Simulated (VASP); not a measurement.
Input of a VASP 6.6.1 run:

The input INCAR:

```
SYSTEM = IrAu3
PREC = Accurate
ENCUT = 520
EDIFF = 1E-6
ISMEAR = 0
SIGMA = 0.1
LREAL = .FALSE.
LASPH = .TRUE.
NELM = 60
ALGO = Normal
ISIF = 2
LWAVE = .FALSE.
LCHARG = .FALSE.
GGA = PE
NBANDS = 29
```

Contents of KPOINTS:

```
regular mesh
0
G
  6 6 6
  0 0 0
```

The input POSCAR:

```
IrAu3
1.0
    0.0000000000      3.2453176651      3.2453176651
    3.2453176651      0.0000000000      3.2453176651
    3.2453176651      3.2453176651      0.0000000000
Ir Au
1 3
Direct
    0.0000000000      0.0000000000      0.0000000000
    0.7500000000      0.7500000000      0.7500000000
    0.5000000000      0.5000000000      0.5000000000
    0.2500000000      0.2500000000      0.2500000000
```

Potentials or basis: VASP PAW PBE potentials, release 64 (Ir, Au).

Command:

```sh
$ cat potpaw_PBE.64/Ir/POTCAR potpaw_PBE.64/Au/POTCAR > POTCAR
$ mpirun -np 1 vasp_std > vasp.out
```

Task: What does it give for the pressure?

Result: -0.2 GPa.

Task: Predict the band gap on the k mesh.

Result: Zero (band 21 reaches 8.63 eV, above the bottom of band 22 at 8.47 eV).

Caveat: spin-orbit coupling is left out, which moves the levels of the heavy elements.
